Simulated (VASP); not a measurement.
SiF:

```xyz
2
Lattice="2.9567 0.0000 0.0000 -1.4783 2.5606 0.0000 0.0000 0.0000 2.8634" Properties=species:S:1:pos:R:3 pbc="T T T"
Si    1.4783    0.8535    0.0000
F     0.0000    0.0000    1.4317
```

* Program: VASP 6.6.1
* Task: relaxation of cell and atoms
* Functional: PBE
* Potentials or basis: VASP PAW PBE potentials, release 64 (Si, F)
* Cutoff: 600 eV
* k mesh: 6 × 6 × 6
* Occupations: gaussian, width 0.1 eV
* Spin: no spin polarisation

At the start: pressure 42.0 GPa; volume 10.84 Å³/atom.

**Question.** How do energy, volume and symmetry change on relaxing?

**Answer.** Over 12 steps the energy falls by 828.9 meV/atom and the volume is 11.96 Å³/atom (+10.3 %); space group P-6m2 (No. 187, to 0.05 Å).

The path:
```csv
step,energy change (eV),largest force (eV/Å),pressure (GPa),volume (Å³)
1,0.0000,0.0000,42.02,21.68
2,-1.0414,0.0000,-8.95,31.69
3,-1.0786,0.0000,-3.89,29.59
4,-1.0785,0.0000,-4.77,29.90
5,-1.3274,0.0000,-7.06,28.99
6,-1.3241,0.0000,-13.63,25.46
7,-1.5061,0.0000,-10.08,27.86
8,-1.5346,0.0000,-11.34,27.31
9,-1.6454,0.0000,-2.70,24.13
10,-1.6453,0.0000,-2.03,24.01
11,-1.6577,0.0000,0.44,23.91
12,-1.6579,0.0000,0.17,23.92
```

Final structure:
```
CELL_PARAMETERS angstrom
2.69786 0.00000 0.00000
-1.34893 2.33641 0.00000
0.00000 0.00000 3.79482
ATOMIC_POSITIONS crystal
Si 0.66667 0.33333 0.00000
F 0.00000 0.00000 0.50000
```

Caveat: the k points lie up to 0.45 Å⁻¹ apart in the final cell; an odd number of electrons without spin polarisation forces a metal; a magnetic or distorted state may lie lower.
